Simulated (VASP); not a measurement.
# Sc (P6_3/mmc) in VASP: vibrations by perturbation theory with LDA

Aim: the vibrations by perturbation theory of Sc with LDA.

All numbers are computed with VASP 6.6.1; they aren't measurements. Logs are shortened: lines on timing, memory, paths and dates and some standing lists are left out, and cuts for length are marked.

## 1. The cell of the first run

Symmetry: P6_3/mmc, No. 194, hexagonal system. Conventional cell: a = 3.225 Å, b = 3.225 Å, c = 5.031 Å, α = 90.00°, β = 90.00°, γ = 120.00°. Sc (site symmetry -6m2) has 12 Sc at 3.13 to 3.23 Å within 4.1 Å.

## 2. Vibrations by perturbation theory, LDA

Contents of INCAR:

```
SYSTEM = Sc
PREC = Accurate ; ENCUT = 520
EDIFF = 1E-8 ; ISMEAR = -1
SIGMA = 0.15 ; LREAL = .False.
LASPH = .True. ; NELM = 60
ALGO = Fast ; ISIF = 2
LWAVE = .False. ; LCHARG = .False.
GGA = CA ; IBRION = 8
NSW = 1
```

Contents of KPOINTS:

```
Automatic mesh
0
Gamma
  12 12 8
  0 0 0
```

Contents of POSCAR:

```
Sc
1.0
    3.2251906938      0.0000000028      0.0000000000
   -1.6125953493      2.7930970715      0.0000000000
    0.0000000000      0.0000000000      5.0313339542
Sc
2
Direct
    0.3333333333      0.6666666667      0.2500000000
    0.6666666667      0.3333333333      0.7500000000
```

Potentials or basis: VASP PAW LDA potentials, release 64 (Sc_sv).

On the command line:

```console
$ cat potpaw_LDA.64/Sc_sv/POTCAR > POTCAR
$ mpirun -np 1 vasp_std > vasp.out
```

OUTCAR:

```text
SYSTEM = Sc
   PREC = Accurate
   ENCUT = 520
   EDIFF = 1E-8
   ISMEAR = -1
   LREAL = .False.
   LASPH = .True.
   NELM = 60
   ISIF = 2
   GGA = CA
   IBRION = 8
   NSW = 1

 ion  position               nearest neighbor table
   1  0.333  0.667  0.250-   2 3.13   2 3.13   2 3.13   2 3.13   2 3.13   2 3.13
   2  0.667  0.333  0.750-   1 3.13   1 3.13   1 3.13   1 3.13   1 3.13   1 3.13

  LATTYP: Found a hexagonal cell.
 ALAT       =     3.2251906938
 C/A-ratio  =     1.5600113084

  Lattice vectors:

 A1 = (   3.2251906938,   0.0000000028,   0.0000000000)
 A2 = (  -1.6125953493,   2.7930970715,   0.0000000000)
 A3 = (   0.0000000000,   0.0000000000,   5.0313339542)

Analysis of symmetry for initial positions (statically):
=====================================================================
 Subroutine PRICEL returns:
 Original cell was already a primitive cell.

 Routine SETGRP: Setting up the symmetry group for a
 hexagonal supercell.

 Subroutine GETGRP returns: Found 24 space group operations
 (whereof 12 operations were pure point group operations)
 out of a pool of 24 trial point group operations.

The static configuration has the point symmetry D_3d.
 The point group associated with its full space group is D_6h.

Analysis of symmetry for dynamics (positions and initial velocities):
=====================================================================
 Subroutine PRICEL returns:
 Original cell was already a primitive cell.

 Routine SETGRP: Setting up the symmetry group for a
 hexagonal supercell.

 Subroutine GETGRP returns: Found 24 space group operations
 (whereof 12 operations were pure point group operations)
 out of a pool of 24 trial point group operations.

The dynamic configuration has the point symmetry D_3d.
 The point group associated with its full space group is D_6h.

[... 601 lines left out ...]
 -----------------------------------------------------------------------------
  energy-cutoff  :      520.00
  volume of cell :       45.32
      direct lattice vectors                 reciprocal lattice vectors
     3.225190694  0.000000003  0.000000000     0.310059185  0.179012755  0.000000000
    -1.612595349  2.793097072  0.000000000    -0.000000000  0.358025509  0.000000000
     0.000000000  0.000000000  5.031333954     0.000000000  0.000000000  0.198754447

 POSITION                                       TOTAL-FORCE (eV/Angst)
 -----------------------------------------------------------------------------------
     -0.00000      1.86206      1.25783         0.000000      0.000000      0.000000
      1.61260      0.93103      3.77350        -0.000000     -0.000000      0.000000
 -----------------------------------------------------------------------------------
    total drift:                               -0.000000      0.000000     -0.000000

  FREE ENERGIE OF THE ION-ELECTRON SYSTEM (eV)
  ---------------------------------------------------
  free  energy   TOTEN  =       -13.5786662425 eV

  energy  without entropy=      -13.3347403380  energy(sigma->0) =      -13.45670329

[... ionic steps 2 to 3 ...]

--------------------------------------- Ionic step        4  -------------------------------------------

------------------------ aborting loop because EDIFF is reached ----------------------------------------

[... ionic steps 5 to 5 ...]

--------------------------------------- Ionic step        6  -------------------------------------------

 Free energy of the ion-electron system (eV)
  ---------------------------------------------------
  ---------------------------------------------------
  free energy    TOTEN  =        -0.79396280 eV

  energy without entropy =       -0.79396280

------------------------ aborting loop because EDIFF is reached ----------------------------------------

 INTERNAL STRAIN TENSOR  FOR ION    1  DIRECTION 3   (eV/Angst):
 -----------------------------------------------------------------------------
     0.00759  0.00000 -0.00000
    -0.00000  0.00759 -0.00000
    -0.00000 -0.00000 -0.02188

 INTERNAL STRAIN TENSOR FOR ION    2 for displacements in x,y,z  (eV/Angst):
          X           Y           Z          XY          YZ          ZX
  --------------------------------------------------------------------------------
  x    -0.00000     0.00000     0.00000     1.94607     0.00000     0.00000
  y     1.94607    -1.94607    -0.00000     0.00000     0.00000     0.00000
  z     0.00000    -0.00000     0.00000     0.00000    -0.00000     0.00000

 SECOND DERIVATIVES (NOT SYMMETRIZED)
 ------------------------------------
               1X          1Y          1Z          2X          2Y          2Z
  1X    -1.500396   -0.000000    0.000000    1.500396    0.000000    0.000000
  1Y    -0.000000   -1.500396    0.000000    0.000000    1.500396    0.000000
  1Z    -0.000000    0.000000   -4.284224    0.000000    0.000000    4.284224
  2X     1.500396    0.000000    0.000000   -1.500396   -0.000000    0.000000
  2Y     0.000000    1.500396    0.000000   -0.000000   -1.500396    0.000000
  2Z     0.000000    0.000000    4.284224   -0.000000    0.000000   -4.284224

 Eigenvectors and eigenvalues of the dynamical matrix
 ----------------------------------------------------

   1 f  =    6.825084 THz    42.883267 2PiTHz  227.660295 cm-1    28.226266 meV
             X         Y         Z           dx          dy          dz
     -0.000000  1.862065  1.257833    -0.000000    0.000000   -0.707107
      1.612595  0.931032  3.773500     0.000000    0.000000    0.707107
[... 16 lines left out ...]
   5 f  =    0.000000 THz     0.000000 2PiTHz    0.000000 cm-1     0.000000 meV
             X         Y         Z           dx          dy          dz
     -0.000000  1.862065  1.257833     0.000000    0.000000    0.707107
      1.612595  0.931032  3.773500    -0.000000    0.000000    0.707107

   6 f/i=    0.000000 THz     0.000000 2PiTHz    0.000002 cm-1     0.000000 meV
             X         Y         Z           dx          dy          dz
     -0.000000  1.862065  1.257833    -0.378188    0.597473   -0.000000
      1.612595  0.931032  3.773500    -0.378188    0.597473    0.000000

--------------------------------------------------------------------------------------------------------

 ELASTIC MODULI CONTR FROM IONIC RELAXATION (kBar)
 Direction    XX          YY          ZZ          XY          YZ          ZX
 --------------------------------------------------------------------------------
 XX         -89.2267     89.2267      0.0000     -0.0000      0.0000     -0.0000
 YY          89.2267    -89.2267     -0.0000     -0.0000     -0.0000      0.0000
 ZZ           0.0000     -0.0000     -0.0000      0.0000     -0.0000      0.0000
 XY          -0.0000     -0.0000      0.0000    -89.2267     -0.0000      0.0000
 YZ           0.0000     -0.0000     -0.0000     -0.0000     -0.0000      0.0000
 ZX          -0.0000      0.0000      0.0000      0.0000      0.0000     -0.0000
 --------------------------------------------------------------------------------
```

stdout:

```text
POSCAR found type information on POSCAR Sc
 POSCAR found :  1 types and       2 ions
 scaLAPACK will be used
 LDA part: xc-table for (Slater(with rela. corr.)+CA(PZ))
 , standard interpolation
 POSCAR, INCAR and KPOINTS ok, starting setup
 FFT: planning ... GRIDC
 FFT: planning ... GRID_SOFT
 FFT: planning ... GRID
 WAVECAR not read
 entering main loop
 Linear response reoptimize wavefunctions to high precision
 Linear response DOF=           2
 Linear response progress:
 first order change of Fermi-energy   0.38323E-04
 force on displaced ion       1 direction 1 :  -1.500  -0.000   0.000
 Linear response progress:
 first order change of Fermi-energy   0.46455E-04
 force on displaced ion       1 direction 3 :   0.000  -0.000  -4.284
 Linear response finished
```

It took 10 min on 1 thread of Intel Xeon 8259CL, shared host; peak memory 0.55 GiB.

What came out:

```
Highest phonon frequency at Γ : 228 cm⁻¹
```

Phonon frequencies in cm⁻¹ (negative: imaginary):
```tsv
q point	frequencies
(0.000, 0.000, 0.000)	0 0 0 135 135 228
```
